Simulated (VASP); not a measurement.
A run of VASP 6.6.1 is set up as follows.

Contents of INCAR:

```
ALGO = Normal
EDIFF = 1E-6
ENCUT = 520
GGA = PE
ISIF = 2
ISMEAR = 0
IVDW = 12
LASPH = T
LCHARG = F
LREAL = F
LWAVE = F
NBANDS = 20
NELM = 80
PREC = Accurate
SIGMA = 0.05
```

Contents of KPOINTS:

```
k-points
0
Gamma
  9 9 4
```

File POSCAR:

```
Te2Mo
1.0
    3.5767703199      0.0000000000      0.0000000000
   -1.7883851600      3.0975739605      0.0000000000
    0.0000000000      0.0000000000      7.2684879631
Te Mo
2 1
Direct
    0.3162696480      0.6325392959      0.7614144829
    0.3503970187      0.7007940374      0.2385855171
    0.0000000000      0.0000000000      0.0000000000
```

Potentials or basis: VASP PAW PBE potentials, release 64 (Te, Mo_sv).

Command:

```console
$ cat potpaw_PBE.64/Te/POTCAR potpaw_PBE.64/Mo_sv/POTCAR > POTCAR
$ mpirun -np 1 vasp_std > vasp.out
```

Task: Predict the largest force.

Result: 1.138 eV/Å.

Task: Predict the pressure.

Result: 1.8 GPa.

Task: What does it give for the band gap on the k mesh?

Result: 0.59 eV, indirect (least direct gap 0.89 eV).

Task: Estimate the dispersion energy per atom.

Result: -0.499 eV.

Stress tensor (GPa, compression positive):
```
-0.85  0.00  0.00
 0.00 -0.85 -5.40
 0.00 -5.40  7.20
```

Caveat: the cell differs from its parent crystal (mode 5 frozen in at -0.103 Å, strain +e along z and -e/2 along x and y -0.0467); spin-orbit coupling is left out, which moves the levels of the heavy elements; forces of over 1 eV/Å act on the atoms, so gaps and moduli don't describe the material at rest. A k mesh can miss the band edges.
